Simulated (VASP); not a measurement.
# InP (I-4m2) in VASP: further runs, part 2 of 2

VASP 6.6.1. Earlier steps stand in the parts before.

## (3) Single point, LDA (in-plane strain -0.02)

Contents of INCAR:

```
SYSTEM = InP
  PREC = Accurate
  ENCUT = 520
  EDIFF = 1E-7
  ISMEAR = 0
  SIGMA = 0.01
  LREAL = .False.
  LASPH = .True.
  NELM = 60
  ALGO = Normal
  ISIF = 2
  LWAVE = .False.
  LCHARG = .True.
  GGA = CA
  LELF = .True.
  LVHAR = .True.
  NBANDS = 16
```

Contents of KPOINTS:

```
regular mesh
0
Gamma
  8 8 8
  0 0 0
```

Contents of POSCAR:

```
InP
1.0
    2.8553861717      2.8553861717      0.0000000000
   -2.8553861717      2.8553861717      0.0000000000
    0.0000000000      2.8553861717      2.9486232712
In P
1 1
Direct
    0.0000000000      0.0000000000      0.0000000000
    0.7500000000      0.2500000000      0.5000000000
```

Potentials or basis: VASP PAW LDA potentials, release 64 (In_d, P).

The run is started by

```console
> cat potpaw_LDA.64/In_d/POTCAR potpaw_LDA.64/P/POTCAR > POTCAR
> mpirun -np 1 vasp_std > vasp.out
```

OUTCAR:

```text
SYSTEM = InP
   PREC = Accurate
   ENCUT = 520
   EDIFF = 1E-7
   ISMEAR = 0
   LREAL = .False.
   LASPH = .True.
   NELM = 60
   ISIF = 2
   GGA = CA

 ion  position               nearest neighbor table
   1  0.000  0.000  0.000-   2 2.50   2 2.50   2 2.50   2 2.50
   2  0.750  0.250  0.500-   1 2.50   1 2.50   1 2.50   1 2.50

  LATTYP: Found a body centered tetragonal cell.
 ALAT       =     4.0381258498
 C/A-ratio  =     1.4603919644

  Lattice vectors:

 A1 = (   2.8553861717,   0.0000000000,  -2.9486232712)
 A2 = (  -2.8553861717,   0.0000000000,  -2.9486232712)
 A3 = (   0.0000000000,   2.8553861717,   2.9486232712)

Analysis of symmetry for initial positions (statically):
=====================================================================
 Subroutine PRICEL returns:
 Original cell was already a primitive cell.

 Routine SETGRP: Setting up the symmetry group for a
 body centered tetragonal supercell.

 Subroutine GETGRP returns: Found  8 space group operations
 (whereof  8 operations were pure point group operations)
 out of a pool of 16 trial point group operations.

The static configuration has the point symmetry D_2d.

Analysis of symmetry for dynamics (positions and initial velocities):
=====================================================================
 Subroutine PRICEL returns:
 Original cell was already a primitive cell.

 Routine SETGRP: Setting up the symmetry group for a
 body centered tetragonal supercell.

 Subroutine GETGRP returns: Found  8 space group operations
 (whereof  8 operations were pure point group operations)
 out of a pool of 16 trial point group operations.

The dynamic configuration has the point symmetry D_2d.

 Subroutine INISYM returns: Found  8 space group operations
 (whereof  8 operations are pure point group operations),
 and found     1 'primitive' translations

----------------------------------------------------------------------------------------

[... 106 lines left out ...]
   EFERMI =   0.00;   METHOD = LEGACY
   ISMEAR =     0;   SIGMA  =   0.01  broadening in eV -4-tet -1-fermi 0-gaus
   EFERMI_NEDOS =   21; number of points for ismear=-14 and -15
   IALGO  =     38    algorithm
   IMIX   =      4    mixing-type and parameters
     AMIX     =   0.40;   BMIX     =  1.00
     AMIX_MAG =   1.60;   BMIX_MAG =  1.00
  volume/ion in A,a.u.               =      24.04       162.24
  Fermi-wavevector in a.u.,A,eV,Ry     =   1.179884  2.229658 18.941030  1.392126
  Thomas-Fermi vector in A             =   2.316187
   LORBIT       =      0    0 simple, 1 ext, 2 COOP (PROOUT), +10 PAW based schemes
   GGA     = CA    functional components
   LHFCALC =     F    Hartree Fock is set to
   AEXX    =    0.0000 exact exchange contribution
   IVDW    =     0    specifies the selected vdW correction
   LEPSILON=     F    determine dielectric tensor
   LRPA    =     F    only Hartree local field effects (RPA)
 non-spin polarized calculation
 Gauss-broadening in eV      SIGMA  =   0.01
  energy-cutoff  :      520.00
  volume of cell :       48.08
 maximum number of plane-waves:      1311
   NGX = 15   NGY = 15   NGZ = 15

 number of electron      18.0000004 magnetization

 Free energy of the ion-electron system (eV)
  ---------------------------------------------------
  ext. energy  EPLUGINS =         0.00000000
  ---------------------------------------------------
  free energy    TOTEN  =        -9.65784812 eV

  energy without entropy =       -9.65784812  energy(sigma->0) =       -9.65784812

 E-fermi :   5.7161     XC(G=0):  -9.8102

 val. band max:        5.5840929403   @ k =   0.0000   0.0000   0.0000
 cond. band min:       6.2816400003   @ k =   0.0000   0.0000   0.0000
 fundamental gap:      0.6975470600
 Fermi energy:         5.7160705315

 k-point     1 :       0.0000    0.0000    0.0000
  band No.  band energies     occupation
      1      -8.7741      2.00000
      2      -8.7600      2.00000
      3      -8.7600      2.00000
      4      -8.5865      2.00000
      5      -8.5860      2.00000
      6      -6.3393      2.00000
[... 433 lines left out ...]
      3      -8.7217      2.00000
      4      -8.5932      2.00000
      5      -8.5728      2.00000
      6      -5.2031      2.00000
[... 8 lines left out ...]
     15      15.1407      0.00000
     16      15.8308      0.00000

 [... further k-points ...]
[... 5 lines left out ...]
  --------------------------------------------------------------------------------------
  -------------------------------------------------------------------------------------
  Total        0.7868651      0.7868651      0.3441993      0.0000000      0.0000000      0.0000000
  in kB       26.2199505     26.2199505     11.4694219      0.0000000      0.0000000      0.0000000
  external PRESSURE =      21.3031076 kB  Pullay stress =       0.0000000 kB

 VOLUME and BASIS-vectors are now :
 -----------------------------------------------------------------------------
  energy-cutoff  :      520.00
  volume of cell :       48.08
      direct lattice vectors                 reciprocal lattice vectors
     2.855386172  2.855386172  0.000000000     0.175107663  0.175107663 -0.169570662
    -2.855386172  2.855386172  0.000000000    -0.175107663  0.175107663 -0.169570662
     0.000000000  2.855386172  2.948623271     0.000000000  0.000000000  0.339141324

 POSITION                                       TOTAL-FORCE (eV/Angst)
 -----------------------------------------------------------------------------------
      0.00000      0.00000      0.00000        -0.000000     -0.000000      0.000000
      1.42769      4.28308      1.47431         0.000000      0.000000      0.000000
 -----------------------------------------------------------------------------------
    total drift:                                0.000001     -0.000000     -0.000000

  FREE ENERGIE OF THE ION-ELECTRON SYSTEM (eV)
  ---------------------------------------------------
  free  energy   TOTEN  =        -9.6578481186 eV

  energy  without entropy=       -9.6578481186  energy(sigma->0) =       -9.65784812
```

OSZICAR:

```text
N       E                     dE             d eps       ncg     rms          rms(c)
DAV:   1     0.111722914019E+03    0.11172E+03   -0.85189E+03  1896   0.128E+03
DAV:   2    -0.248184639241E+01   -0.11420E+03   -0.10904E+03  2096   0.304E+02
DAV:   3    -0.991344221295E+01   -0.74316E+01   -0.73975E+01  2408   0.754E+01
DAV:   4    -0.101094315960E+02   -0.19599E+00   -0.19592E+00  2464   0.131E+01
DAV:   5    -0.101188082972E+02   -0.93767E-02   -0.93766E-02  2832   0.244E+00    0.627E+00
DAV:   6    -0.971035828199E+01    0.40845E+00   -0.59368E-01  3016   0.133E+01    0.371E+00
DAV:   7    -0.966330976208E+01    0.47049E-01   -0.15234E-01  2824   0.329E+00    0.122E+00
DAV:   8    -0.965804352107E+01    0.52662E-02   -0.14740E-02  2352   0.141E+00    0.423E-01
DAV:   9    -0.965782436944E+01    0.21915E-03   -0.10713E-03  2648   0.334E-01    0.203E-01
DAV:  10    -0.965784880724E+01   -0.24438E-04   -0.17486E-04  2880   0.205E-01    0.110E-01
DAV:  11    -0.965785057541E+01   -0.17682E-05   -0.42610E-05  2992   0.102E-01    0.674E-02
DAV:  12    -0.965784809737E+01    0.24780E-05   -0.56416E-06  2440   0.165E-02    0.109E-02
DAV:  13    -0.965784811864E+01   -0.21277E-07   -0.59077E-07  2504   0.435E-03
   1 F= -.96578481E+01 E0= -.96578481E+01  d E =-.498157E-80
```

stdout:

```text
POSCAR found type information on POSCAR InP
 POSCAR found :  2 types and       2 ions
 scaLAPACK will be used
 LDA part: xc-table for (Slater(with rela. corr.)+CA(PZ))
 , standard interpolation
 POSCAR, INCAR and KPOINTS ok, starting setup
 FFT: planning ... GRIDC
 FFT: planning ... GRID_SOFT
 FFT: planning ... GRID
 WAVECAR not read
 entering main loop
```

Run time: 21 s. Hardware: 1 thread of AMD EPYC 9R45 (Zen 5), shared host; peak memory 0.15 GiB.

Results:

```
Free energy            : -9.6578 eV
Pressure               : 2.1 GPa
Band gap on the k mesh : 0.70 eV, direct
```

Levels at points of the mesh, in eV from the valence-band top:
| k point | band 6 | band 7 | band 8 | band 9 | band 10 | band 11 | band 12 | band 13 |
| --- | --- | --- | --- | --- | --- | --- | --- | --- |
| (0.00, 0.00, 0.00) | -11.92 | -0.17 | 0.00 | 0.00 | 0.70 | 3.89 | 3.89 | 3.94 |
| (0.50, 0.00, 0.00) | -10.01 | -6.13 | -1.23 | -1.00 | 1.36 | 4.56 | 4.77 | 6.93 |
| (0.50, 0.50, 0.00) | -9.25 | -6.05 | -2.64 | -2.63 | 1.40 | 1.96 | 9.32 | 9.53 |
| (0.00, 0.00, 0.50) | -9.37 | -6.26 | -2.44 | -2.44 | 1.59 | 2.26 | 9.01 | 9.70 |

Caveat: the cell differs from its parent crystal (in-plane strain -0.02); spin-orbit coupling is left out, which moves the levels of the heavy elements.

## (4) Single point, LDA (film at in-plane strain -0.02)

Contents of INCAR:

```
SYSTEM = InP
  ALGO = Normal
  EDIFF = 1E-6
  ENCUT = 520
  GGA = CA
  ISIF = 2
  ISMEAR = 0
  LASPH = .TRUE.
  LCHARG = .FALSE.
  LREAL = .FALSE.
  LWAVE = .FALSE.
  NBANDS = 16
  NELM = 100
  PREC = Accurate
  SIGMA = 0.01
```

Contents of KPOINTS:

```
k-points
0
G
  8 8 8
  0 0 0
```

Edit POSCAR of step 3 so:

```diff
@@ -4,3 +4,3 @@
    -2.8553861717      2.8553861717      0.0000000000
-    0.0000000000      2.8553861717      2.9486232712
+    0.0000000000      2.8553861717      2.9776612500
 In P
```

The run is started by

```console
> cat potpaw_LDA.64/In_d/POTCAR potpaw_LDA.64/P/POTCAR > POTCAR
> mpirun -np 1 vasp_std > vasp.out
```

Wall time 20 s (1 thread of AMD EPYC 9R45 (Zen 5), shared host); peak memory 0.15 GiB.

Results (log left out):

```yaml
Free_energy: -9.6598 eV
Pressure: 1.3 GPa
Band_gap_on_the_k_mesh: 0.62 eV, direct
```

Stress tensor (GPa, compression positive):
```
1.99 0.00 0.00
0.00 1.99 0.00
0.00 0.00 0.01
```

Levels at points of the mesh, in eV from the valence-band top:
| k point | band 7 | band 8 | band 9 | band 10 | band 11 | band 12 |
| --- | --- | --- | --- | --- | --- | --- |
| (0.00, 0.00, 0.00) | -0.22 | 0.00 | 0.00 | 0.62 | 3.88 | 3.88 |
| (0.50, 0.00, 0.00) | -6.09 | -1.26 | -0.97 | 1.31 | 4.52 | 4.79 |
| (0.50, 0.50, 0.00) | -6.00 | -2.64 | -2.62 | 1.39 | 1.92 | 9.27 |
| (0.00, 0.00, 0.50) | -6.27 | -2.39 | -2.39 | 1.63 | 2.31 | 8.86 |

Caveat: the cell differs from its parent crystal (film at in-plane strain -0.02); spin-orbit coupling is left out, which moves the levels of the heavy elements.
